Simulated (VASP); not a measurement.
A run of VASP 6.6.1 is set up as follows.

Contents of INCAR:

```
SYSTEM = Be24F
PREC     = Accurate       ! precision mode
ENCUT    = 520            ! plane-wave cutoff, eV
EDIFF    = 1E-7           ! SCF threshold, eV
ISMEAR   = 0              ! smearing method
SIGMA    = 0.1            ! smearing width, eV
LREAL    = Auto         
LASPH    = .TRUE.         ! aspherical terms in the spheres
NELM     = 100            ! most SCF steps
ALGO     = Normal         ! electronic algorithm
ISIF     = 2              ! what is computed and relaxed
LWAVE    = .FALSE.        ! write WAVECAR
LCHARG   = .FALSE.        ! write CHGCAR
LDIPOL   = .TRUE.       
IDIPOL   = 3            
DIPOL    = 0.5 0.5 0.321
GGA      = PE             ! functional
NBANDS   = 46             ! bands
```

Contents of KPOINTS:

```
Automatic mesh
0
G
  6 4 1
  0 0 0
```

The input POSCAR:

```
Be24F
1.0
    4.5254381414      0.0000000000      0.0000000000
    0.0000000000      7.1336190818      0.0000000000
    0.0000000000      0.0000000000     19.8685529777
Be F
24 1
Direct
    0.0000000000      0.3750000000      0.2013231665
    0.0000000000      0.8750000000      0.2013231665
    0.5000000000      0.3750000000      0.2013231665
    0.5000000000      0.8750000000      0.2013231665
    0.2500000000      0.1250000000      0.2341987732
    0.2500000000      0.6250000000      0.2341987732
    0.7500000000      0.1250000000      0.2341987732
    0.7500000000      0.6250000000      0.2341987732
    0.2500000000      0.3750000000      0.2999499865
    0.2500000000      0.8750000000      0.2999499865
    0.7500000000      0.3750000000      0.2999499865
    0.7500000000      0.8750000000      0.2999499865
    0.0000000000      0.1250000000      0.3268353583
    0.0000000000      0.6250000000      0.3268353583
    0.5000000000      0.1250000000      0.3268353583
    0.5000000000      0.6250000000      0.3268353583
    0.0000000000      0.3750000000      0.3993099146
    0.0000000000      0.8750000000      0.3993099146
    0.5000000000      0.3750000000      0.3993099146
    0.5000000000      0.8750000000      0.3993099146
    0.2500000000      0.1250000000      0.4211958962
    0.2500000000      0.6250000000      0.4211958962
    0.7500000000      0.1250000000      0.4211958962
    0.7500000000      0.6250000000      0.4211958962
    0.5000000000      0.3750000000      0.4817453447
```

Potentials or basis: VASP PAW PBE potentials, release 64 (Be, F).

The run is started by

```bash
$ cat potpaw_PBE.64/Be/POTCAR potpaw_PBE.64/F/POTCAR > POTCAR
$ mpirun -np 1 vasp_std > vasp.out
```

(1) Estimate the largest force.

(2) Estimate the band gap on the k mesh.

Results:

(1) 0.925 eV/Å.

(2) zero (an odd number of electrons rules out a gap without spin polarisation).

Caveat: an odd number of electrons without spin polarisation forces a metal; a magnetic or distorted state may lie lower.
